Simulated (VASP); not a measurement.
Here is a VASP 6.6.1 calculation.

Contents of INCAR:

```
SYSTEM = AlN
ALGO = Normal
EDIFF = 1E-6
ENCUT = 520
GGA = PE
ISIF = 2
ISMEAR = -1
LASPH = .TRUE.
LCHARG = .FALSE.
LREAL = .FALSE.
LWAVE = .FALSE.
NBANDS = 11
NELM = 100
PREC = Accurate
SIGMA = 0.08
```

File KPOINTS:

```
k-points
0
G
  17 17 17
  0 0 0
```

The input POSCAR:

```
AlN
1.0
    0.0000000000      1.9142484744      1.9142484744
    1.9142484744      0.0000000000      1.9142484744
    1.9142484744      1.9142484744      0.0000000000
Al N
1 1
Direct
    0.0000000000      0.0000000000      0.0000000000
    0.2500000000      0.2500000000      0.2500000000
```

Potentials or basis: VASP PAW PBE potentials, release 64 (Al, N).

Launch:

```bash
$ cat potpaw_PBE.64/Al/POTCAR potpaw_PBE.64/N/POTCAR > POTCAR
$ mpirun -np 1 vasp_std > vasp.out
```

Q: What does it give for the band gap on the k mesh?

A: 3.46 eV, indirect (least direct gap 5.59 eV).

Q: What does it give for the pressure?

A: 181.6 GPa.

A k mesh can miss the band edges. Expect the measured gap to be larger: semilocal functionals such as PBE lack the derivative discontinuity.
